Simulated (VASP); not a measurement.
Write the native input for VASP 6.6.1 that does the following.

```
Task                   : single point
Functional             : PBE
Dispersion             : D3(BJ)
Potentials or basis    : VASP PAW PBE potentials, release 64 (Se, Pt)
Cutoff                 : 520 eV
k mesh                 : 9 × 9 × 1
Occupations            : gaussian, width 0.05 eV
Spin                   : no spin polarisation
Dipole correction      : yes
Further INCAR settings : ALGO = Normal; EDIFF = 1e-07; NBANDS = 31
```

The structure of PtSe2 lies in POSCAR:

```
PtSe2
1.0
    3.7070357730      0.0000000000      0.0000000000
   -1.8535178865      3.2103871521      0.0000000000
    0.0000000000      0.0000000000     22.7981619012
Se Pt
4 2
Direct
    0.6666666667      0.3333333333      0.1973843339
    0.3333333333      0.6666666667      0.3135814625
    0.3333333333      1.0000000000      0.4763138799
    0.0000000000      1.3333333333      0.5925110086
    0.0000000000      0.0000000000      0.2554828982
   -0.3333333333      0.6666666667      0.5344124442
```

This cell differs from its parent crystal: layers slid over each other.

The input as run:

INCAR

```
SYSTEM = PtSe2
PREC     = Accurate       ! precision mode
ENCUT    = 520            ! plane-wave cutoff, eV
EDIFF    = 1E-7           ! SCF threshold, eV
ISMEAR   = 0              ! smearing method
SIGMA    = 0.05           ! smearing width, eV
LREAL    = .False.        ! projectors in reciprocal space
LASPH    = .True.         ! aspherical terms in the spheres
NELM     = 60             ! most SCF steps
ALGO     = Normal         ! electronic algorithm
ISIF     = 2              ! what is computed and relaxed
LWAVE    = .False.        ! write WAVECAR
LCHARG   = .True.         ! write CHGCAR
LDIPOL   = .True.       
IDIPOL   = 3            
DIPOL    = 0.5 0.5 0.395
GGA      = PE             ! functional
IVDW     = 12             ! dispersion correction
LELF     = .True.         ! ELF
LVHAR    = .True.       
LVACPOTAV= .True.       
NBANDS   = 31             ! bands
```

KPOINTS

```
Automatic mesh
0
Gamma
  9 9 1
  0 0 0
```

Potentials or basis: VASP PAW PBE potentials, release 64 (Se, Pt).

Command:

```console
$ cat potpaw_PBE.64/Se/POTCAR potpaw_PBE.64/Pt/POTCAR > POTCAR
$ mpirun -np 1 vasp_std > vasp.out
```

It gave:

```json
{
  "Largest force": "0.069 eV/Å",
  "Band gap on the k mesh": "1.03 eV (least direct gap 1.19 eV)",
  "Dispersion energy per atom": "-0.338 eV"
}
```

Caveat: the cell differs from its parent crystal (layers slid over each other); spin-orbit coupling is left out, which moves the levels of the heavy elements.

It took 5.6 min on 1 thread of AMD EPYC 9R45 96-Core Processor (Zen 5), with other jobs on the host, peak memory 0.53 GiB.
